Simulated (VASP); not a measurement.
# BiTe (R-3m) in VASP: notebook

BiTe is run at these levels: LDA; tasks: single point.

Everything below comes from runs of VASP 6.6.1. Logs are shortened: lines on timing, memory, paths and dates and some standing lists are left out, and cuts for length are marked.

## 1. The cell of the first run

Symmetry: R-3m, No. 166, trigonal system. Conventional cell: a = 4.845 Å, b = 4.845 Å, c = 9.952 Å, α = 90.00°, β = 90.00°, γ = 120.00°. Bi (site symmetry -3m) has 6 Te at 3.25 Å within 4.3 Å. Within 4.3 Å of Te (site symmetry -3m) lie 6 Bi at 3.25 Å.

## 2. Single point, LDA

The input, INCAR:

```
SYSTEM = BiTe
  PREC = Accurate
  ENCUT = 520
  EDIFF = 1E-7
  ISMEAR = 0
  SIGMA = 0.15
  LREAL = .FALSE.
  LASPH = .TRUE.
  NELM = 100
  ALGO = Normal
  ISIF = 2
  LWAVE = .FALSE.
  LCHARG = .FALSE.
  GGA = CA
  NBANDS = 18
```

The input, KPOINTS:

```
Automatic mesh
0
G
  12 12 12
  0 0 0
```

The input, POSCAR:

```
BiTe
1.0
    2.4227077728      1.3987509848      3.3172919545
   -2.4227077728      1.3987509848      3.3172919545
    0.0000000000     -2.7975019696      3.3172919545
Bi Te
1 1
Direct
    0.5000000000      0.5000000000      0.5000000000
    0.0000000000      0.0000000000      0.0000000000
```

Potentials or basis: VASP PAW LDA potentials, release 64 (Bi_d, Te).

Command:

```
$ cat potpaw_LDA.64/Bi_d/POTCAR potpaw_LDA.64/Te/POTCAR > POTCAR
$ mpirun -np 1 vasp_std > vasp.out
```

OUTCAR:

```text
SYSTEM = BiTe
   PREC = Accurate
   ENCUT = 520
   EDIFF = 1E-7
   ISMEAR = 0
   LREAL = .FALSE.
   LASPH = .TRUE.
   NELM = 100
   ISIF = 2
   GGA = CA

 ion  position               nearest neighbor table
   1  0.500  0.500  0.500-   2 3.25   2 3.25   2 3.25   2 3.25   2 3.25   2 3.25
   2  0.000  0.000  0.000-   1 3.25   1 3.25   1 3.25   1 3.25   1 3.25   1 3.25

  LATTYP: Found a trigonal (rhomboedric) cell.
 ALAT       =     4.3394058558
 COS(alpha) =     0.3765932224

  Lattice vectors:

 A1 = (   2.4227077728,   1.3987509848,   3.3172919545)
 A2 = (  -2.4227077728,   1.3987509848,   3.3172919545)
 A3 = (   0.0000000000,  -2.7975019696,   3.3172919545)

Analysis of symmetry for initial positions (statically):
=====================================================================
 Subroutine PRICEL returns:
 Original cell was already a primitive cell.

 Routine SETGRP: Setting up the symmetry group for a
 trigonal (rhombohedral) supercell.

 Subroutine GETGRP returns: Found 12 space group operations
 (whereof 12 operations were pure point group operations)
 out of a pool of 12 trial point group operations.

The static configuration has the point symmetry D_3d.

Analysis of symmetry for dynamics (positions and initial velocities):
=====================================================================
 Subroutine PRICEL returns:
 Original cell was already a primitive cell.

 Routine SETGRP: Setting up the symmetry group for a
 trigonal (rhombohedral) supercell.

 Subroutine GETGRP returns: Found 12 space group operations
 (whereof 12 operations were pure point group operations)
 out of a pool of 12 trial point group operations.

The dynamic configuration has the point symmetry D_3d.

 Subroutine INISYM returns: Found 12 space group operations
 (whereof 12 operations are pure point group operations),
 and found     1 'primitive' translations

----------------------------------------------------------------------------------------

                                     Primitive cell

  volume of cell :      67.4491

  direct lattice vectors                    reciprocal lattice vectors
     2.422707773  1.398750985  3.317291954     0.206380648  0.119153923  0.100483568
    -2.422707773  1.398750985  3.317291954    -0.206380648  0.119153923  0.100483568
     0.000000000 -2.797501970  3.317291954     0.000000000 -0.238307845  0.100483568

  length of vectors
     4.339405856  4.339405856  4.339405856     0.258626326  0.258626326  0.258626326

  position of ions in fractional coordinates (direct lattice)
     0.500000000  0.500000000  0.500000000
     0.000000000  0.000000000  0.000000000

  ion indices of the primitive-cell ions
   primitive index   ion index
                 1           1
                 2           2

----------------------------------------------------------------------------------------

 KPOINTS: Automatic mesh

Automatic generation of k-mesh.
 Grid dimensions read from file:
 generate k-points for:   12   12   12

 Generating k-lattice:

  Cartesian coordinates                     Fractional coordinates (reciprocal lattice)
     0.017198387  0.009929494  0.008373631     0.083333333 -0.000000000  0.000000000
    -0.017198387  0.009929494  0.008373631    -0.000000000  0.083333333  0.000000000
     0.000000000 -0.019858987  0.008373631     0.000000000  0.000000000  0.083333333

  Length of vectors
     0.021552194  0.021552194  0.021552194

  Shift w.r.t. Gamma in fractional coordinates (k-lattice)
     0.000000000  0.000000000  0.000000000

 Subroutine IBZKPT returns following result:
 ===========================================

 Found    189 irreducible k-points:

 Following reciprocal coordinates:
            Coordinates               Weight
  0.000000  0.000000  0.000000      1.000000
  0.083333 -0.000000  0.000000      6.000000
  0.166667 -0.000000  0.000000      6.000000
  0.250000 -0.000000  0.000000      6.000000
  0.333333 -0.000000  0.000000      6.000000
  0.416667 -0.000000  0.000000      6.000000
[... 16 lines left out ...]
  0.500000  0.166667 -0.000000     12.000000
 -0.416667  0.166667 -0.000000     12.000000
 [... further k-points ...]
   k-points           NKPTS =    189   k-points in BZ     NKDIM =    189   number of bands    NBANDS=     18
   number of dos      NEDOS =    301   number of ions     NIONS =      2
   total plane-waves  NPLWV =  32768
   dimension x,y,z NGX =    32 NGY =   32 NGZ =   32
   dimension x,y,z NGXF=    64 NGYF=   64 NGZF=   64
   ions per type =               1   1
   NGX,Y,Z   is equivalent  to a cutoff of  12.26, 12.26, 12.26 a.u.
   NGXF,Y,Z  is equivalent  to a cutoff of  24.52, 24.52, 24.52 a.u.
 SYSTEM =  BiTe
   PREC   = accura    normal or accurate (medium, high low for compatibility)
   ISTART =      0    job   : 0-new  1-cont  2-samecut
   ICHARG =      2    charge: 1-file 2-atom 10-const
   ISPIN  =      1    spin polarized calculation?
   LNONCOLLINEAR =      F non collinear calculations
   LSORBIT =      F    spin-orbit coupling
   LASPH  =      T    aspherical Exc in radial PAW
   ENCUT  =  520.0 eV  38.22 Ry    6.18 a.u.   8.07  8.07  8.07*2*pi/ulx,y,z
   NELM   =    100;   NELMIN=  2; NELMDL= -5     # of ELM steps
   EDIFF  = 0.1E-06   stopping-criterion for ELM
   LREAL  =      F    real-space projection
   EDIFFG = 0.1E-05   stopping-criterion for IOM
   NSW    =      0    number of steps for IOM
   IBRION =     -1    ionic relax: 0-MD 1-quasi-New 2-CG
   NFREE  =      0    steps in history (QN), initial steepest desc. (CG)
   ISIF   =      2    stress and relaxation
   ISYM   =      2    0-nonsym 1-usesym 2-fastsym
   POTIM  = 0.5000    time-step for ionic-motion
   TEBEG  =    0.0;   TEEND  =   0.0 temperature during run
   PSTRESS=    0.0 pullay stress
   NELECT =      21.0000    total number of electrons
   NUPDOWN=      -1.0000    fix difference up-down
   EMIN   =  10.00;   EMAX   =-10.00  energy-range for DOS
   EFERMI =   0.00;   METHOD = LEGACY
   ISMEAR =     0;   SIGMA  =   0.15  broadening in eV -4-tet -1-fermi 0-gaus
   EFERMI_NEDOS =   21; number of points for ismear=-14 and -15
   IALGO  =     38    algorithm
   IMIX   =      4    mixing-type and parameters
     AMIX     =   0.40;   BMIX     =  1.00
     AMIX_MAG =   1.60;   BMIX_MAG =  1.00
  volume/ion in A,a.u.               =      33.72       227.58
  Fermi-wavevector in a.u.,A,eV,Ry     =   1.109573  2.096789 16.750837  1.231152
  Thomas-Fermi vector in A             =   2.246114
   LORBIT       =      0    0 simple, 1 ext, 2 COOP (PROOUT), +10 PAW based schemes
   GGA     = CA    functional components
   LHFCALC =     F    Hartree Fock is set to
   AEXX    =    0.0000 exact exchange contribution
   IVDW    =     0    specifies the selected vdW correction
   LEPSILON=     F    determine dielectric tensor
   LRPA    =     F    only Hartree local field effects (RPA)
 non-spin polarized calculation
 Gauss-broadening in eV      SIGMA  =   0.15
  energy-cutoff  :      520.00
  volume of cell :       67.45
 maximum number of plane-waves:      1832
   NGX = 17   NGY = 17   NGZ = 17

 number of electron      20.9999996 magnetization

 Free energy of the ion-electron system (eV)
  ---------------------------------------------------
  ext. energy  EPLUGINS =         0.00000000
  ---------------------------------------------------
  free energy    TOTEN  =        -8.49368697 eV

  energy without entropy =       -8.47886971  energy(sigma->0) =       -8.48627834

 E-fermi :   6.4424     XC(G=0):  -9.7132

 val. band max:        6.4337696072   @ k =   0.2500   0.1667   0.1667
 cond. band min:       6.4506928094   @ k =   0.3333   0.3333   0.1667
 fundamental gap:      0.0169232022
 Fermi energy:         6.4423816471

 k-point     1 :       0.0000    0.0000    0.0000
  band No.  band energies     occupation
      1     -16.6837      2.00000
      2     -16.6837      2.00000
      3     -16.6746      2.00000
      4     -16.6746      2.00000
      5     -16.6584      2.00000
      6      -7.0327      2.00000
[... 10 lines left out ...]
     17      13.1241      0.00000
     18      13.3767      0.00000

 k-point     2 :       0.0833   -0.0000    0.0000
  band No.  band energies     occupation
      1     -16.6838      2.00000
      2     -16.6836      2.00000
      3     -16.6750      2.00000
      4     -16.6741      2.00000
      5     -16.6582      2.00000
      6      -6.9737      2.00000
[... 10 lines left out ...]
     17      13.0849      0.00000
     18      13.6422      0.00000

 k-point     3 :       0.1667   -0.0000    0.0000
  band No.  band energies     occupation
      1     -16.6839      2.00000
      2     -16.6835      2.00000
      3     -16.6757      2.00000
      4     -16.6725      2.00000
      5     -16.6578      2.00000
      6      -6.7975      2.00000
[... 10 lines left out ...]
     17      13.9476      0.00000
     18      14.4070      0.00000

 k-point     4 :       0.2500   -0.0000    0.0000
  band No.  band energies     occupation
      1     -16.6843      2.00000
      2     -16.6835      2.00000
      3     -16.6765      2.00000
      4     -16.6706      2.00000
      5     -16.6569      2.00000
      6      -6.5074      2.00000
[... 375 lines left out ...]
      4     -16.6662      2.00000
      5     -16.6549      2.00000
      6      -5.7604      2.00000
[... 10 lines left out ...]
     17      15.8496      0.00000
     18      16.1420      0.00000

 k-point    23 :       0.5000    0.1667   -0.0000
  band No.  band energies     occupation
      1     -16.6874      2.00000
      2     -16.6841      2.00000
      3     -16.6755      2.00000
      4     -16.6661      2.00000
      5     -16.6543      2.00000
      6      -5.2791      2.00000
[... 10 lines left out ...]
     17      16.1728      0.00000
     18      17.0312      0.00000

 k-point    24 :      -0.4167    0.1667   -0.0000
  band No.  band energies     occupation
      1     -16.6863      2.00000
      2     -16.6846      2.00000
      3     -16.6754      2.00000
      4     -16.6667      2.00000
      5     -16.6546      2.00000
      6      -5.1364      2.00000
[... 10 lines left out ...]
     17      15.4923      0.00000
     18      16.1713      0.00000

 [... further k-points ...]

------------------------ aborting loop because EDIFF is reached ----------------------------------------

  FORCE on cell =-STRESS in cart. coord.  units (eV):
  Direction    XX          YY          ZZ          XY          YZ          ZX
  --------------------------------------------------------------------------------------
  -------------------------------------------------------------------------------------
  Total       -1.5790508     -1.5790508     -1.3193666      0.0000000     -0.0000000      0.0000000
  in kB      -37.5085533    -37.5085533    -31.3400511      0.0000000     -0.0000000      0.0000000
  external PRESSURE =     -35.4523859 kB  Pullay stress =       0.0000000 kB

 VOLUME and BASIS-vectors are now :
 -----------------------------------------------------------------------------
  energy-cutoff  :      520.00
  volume of cell :       67.45
      direct lattice vectors                 reciprocal lattice vectors
     2.422707773  1.398750985  3.317291954     0.206380648  0.119153923  0.100483568
    -2.422707773  1.398750985  3.317291954    -0.206380648  0.119153923  0.100483568
     0.000000000 -2.797501970  3.317291954     0.000000000 -0.238307845  0.100483568

 POSITION                                       TOTAL-FORCE (eV/Angst)
 -----------------------------------------------------------------------------------
      0.00000      0.00000      4.97594        -0.000000      0.000000      0.000000
      0.00000      0.00000      0.00000         0.000000      0.000000      0.000000
 -----------------------------------------------------------------------------------
    total drift:                               -0.000000      0.000000     -0.000000

  FREE ENERGIE OF THE ION-ELECTRON SYSTEM (eV)
  ---------------------------------------------------
  free  energy   TOTEN  =        -8.4936869709 eV

  energy  without entropy=       -8.4788697057  energy(sigma->0) =       -8.48627834
```

Run time: 100 s. Hardware: 1 thread of Intel Xeon Platinum 8259CL at 2.50GHz (Skylake/Cascade Lake), shared host; peak memory 0.33 GiB.

Results:

```yaml
Free_energy: -8.4937 eV
Pressure: -3.5 GPa
```

Levels at points of the mesh, in eV from the Fermi level:
| k point | band 6 | band 7 | band 8 | band 9 | band 10 | band 11 | band 12 | band 13 | band 14 | band 15 |
| --- | --- | --- | --- | --- | --- | --- | --- | --- | --- | --- |
| (0.00, 0.00, 0.00) | -13.48 | -8.30 | -2.88 | -2.88 | -1.57 | 1.86 | 2.48 | 2.48 | 4.10 | 4.10 |
| (0.50, 0.00, 0.00) | -11.58 | -11.35 | -1.81 | -1.79 | -1.00 | -0.98 | -0.60 | 0.30 | 6.70 | 6.85 |
| (0.50, 0.50, 0.00) | -11.69 | -9.98 | -5.57 | -4.45 | -3.26 | 2.43 | 3.04 | 3.56 | 4.54 | 8.24 |
| (0.50, 0.50, 0.50) | -11.24 | -10.94 | -2.31 | -2.31 | -2.20 | -1.57 | -1.26 | -1.26 | 7.96 | 8.51 |

Caveat: spin-orbit coupling is left out, which moves the levels of the heavy elements.

## 3. Single point, LDA, collinear spin, ferrimagnetic start

The input, INCAR:

```
SYSTEM = BiTe
PREC = Accurate ; ENCUT = 520
EDIFF = 1E-6 ; ISMEAR = 0
SIGMA = 0.15 ; LREAL = .False.
LASPH = .True. ; NELM = 150
ALGO = Normal ; ISIF = 2
LWAVE = .False. ; LCHARG = .False.
ISPIN = 2 ; MAGMOM = -0.5 4
LORBIT = 11 ; GGA = CA
NBANDS = 22
```

The input, KPOINTS:

```
regular mesh
0
Gamma
  12 12 12
  0 0 0
```

POSCAR is that of step 2.

Potentials or basis: VASP PAW LDA potentials, release 64 (Bi_d, Te).

Command:

```
$ cat potpaw_LDA.64/Bi_d/POTCAR potpaw_LDA.64/Te/POTCAR > POTCAR
$ mpirun -np 1 vasp_std > vasp.out
```

It took 3.8 min on 1 thread of Intel Xeon Platinum 8259CL at 2.50GHz (Skylake/Cascade Lake), shared host; peak memory 0.48 GiB.

It converged, with:

- Free energy: -8.4937 eV
- Pressure: -3.5 GPa
- Net moment: 0.00 μB per cell
- Valence electrons inside the program's atomic spheres: Bi 12.69; Te 3.33

Stress tensor (GPa, compression positive):
```
-3.69  0.00  0.00
 0.00 -3.69  0.00
 0.00  0.00 -3.07
```

Levels at points of the mesh, in eV from the Fermi level:
Spin up:
```tsv
k point	band 8	band 9	band 10	band 11	band 12	band 13
(0.00, 0.00, 0.00)	-2.88	-2.88	-1.57	1.86	2.48	2.48
(0.50, 0.00, 0.00)	-1.81	-1.79	-1.00	-0.98	-0.60	0.30
(0.50, 0.50, 0.00)	-5.57	-4.45	-3.26	2.43	3.04	3.56
(0.50, 0.50, 0.50)	-2.31	-2.31	-2.20	-1.57	-1.26	-1.26
```
Spin down:
```tsv
k point	band 8	band 9	band 10	band 11	band 12	band 13
(0.00, 0.00, 0.00)	-2.88	-2.88	-1.57	1.86	2.48	2.48
(0.50, 0.00, 0.00)	-1.81	-1.79	-1.00	-0.98	-0.60	0.30
(0.50, 0.50, 0.00)	-5.57	-4.45	-3.26	2.43	3.04	3.56
(0.50, 0.50, 0.50)	-2.31	-2.31	-2.20	-1.57	-1.26	-1.26
```

Caveat: spin-orbit coupling is left out, which moves the levels of the heavy elements.
